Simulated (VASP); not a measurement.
Input of a VASP 6.6.1 run:

File INCAR:

```
SYSTEM = SiPb2
PREC = Accurate
ENCUT = 520
EDIFF = 1E-6
ISMEAR = -1
SIGMA = 0.15
LREAL = .FALSE.
LASPH = .TRUE.
NELM = 100
ALGO = Normal
ISIF = 2
LWAVE = .FALSE.
LCHARG = .FALSE.
GGA = PE
NBANDS = 23
```

File KPOINTS:

```
regular mesh
0
G
  10 10 10
  0 0 0
```

File POSCAR:

```
SiPb2
1.0
    0.0000000000      3.5585554146      3.5585554146
    3.5585554146      0.0000000000      3.5585554146
    3.5585554146      3.5585554146      0.0000000000
Si Pb
1 2
Direct
    0.0000000000      0.0000000000      0.0000000000
    0.7500000000      0.7500000000      0.7500000000
    0.2500000000      0.2500000000      0.2500000000
```

Potentials or basis: VASP PAW PBE potentials, release 64 (Si, Pb_d).

Command:

```console
$ cat potpaw_PBE.64/Si/POTCAR potpaw_PBE.64/Pb_d/POTCAR > POTCAR
$ mpirun -np 1 vasp_std > vasp.out
```

Task: What does it give for the pressure?

Result: -0.1 GPa.

Task: What does it give for the band gap on the k mesh?

Result: Zero (band 16 reaches 6.12 eV, above the bottom of band 17 at 5.17 eV).

Caveat: spin-orbit coupling is left out, which moves the levels of the heavy elements.
